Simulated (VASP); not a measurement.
A run of VASP 6.6.1 is set up as follows.

Contents of INCAR:

```
SYSTEM = YHSe
PREC = Accurate
ENCUT = 500
EDIFF = 1E-7
ISMEAR = 0
SIGMA = 0.01
LREAL = .False.
LASPH = .True.
NELM = 120
ALGO = Normal
ISIF = 3
LWAVE = .False.
LCHARG = .False.
GGA = CA
IBRION = 2
NSW = 80
EDIFFG = -0.001
PSTRESS = 300.0
GGA_COMPAT = .False.
NELMIN = 4
```

Contents of KPOINTS:

```
Automatic mesh
0
Gamma
  9 9 8
  0 0 0
```

The input POSCAR:

```
YHSe
1.0
    3.7637356356      0.0000000000      0.0000000000
   -1.8818678178      3.2594906736      0.0000000000
    0.0000000000      0.0000000000      3.8146042624
Y H Se
1 1 1
Direct
    0.0000000000      0.0000000000      0.0000000000
    0.3333333333      0.6666666667      0.0000000000
    0.6666666667      0.3333333333      0.5000000000
```

Potentials or basis: VASP PAW LDA potentials, release 64 (Y_sv, H, Se).

The run is started by

```bash
$ cat potpaw_LDA.64/Y_sv/POTCAR potpaw_LDA.64/H/POTCAR potpaw_LDA.64/Se/POTCAR > POTCAR
$ mpirun -np 1 vasp_std > vasp.out
```

(1) Predict the relaxed cell.

(2) Estimate the band gap on the k mesh.

(3) What does it give for the relaxed volume?

## Answers

(1) a = 3.516 Å, b = 3.516 Å, c = 3.571 Å, α = 90.00°, β = 90.00°, γ = 120.00°.

(2) 1.29 eV (least direct gap 1.54 eV).

(3) 12.74 Å³/atom.

Caveat: the cell is relaxed towards a set pressure, so the run minimises the enthalpy, not the energy; the volume moved by over 15 % at a fixed basis, so the end points are rough; an odd mesh through Γ misses points on the zone boundary, where band edges can lie.
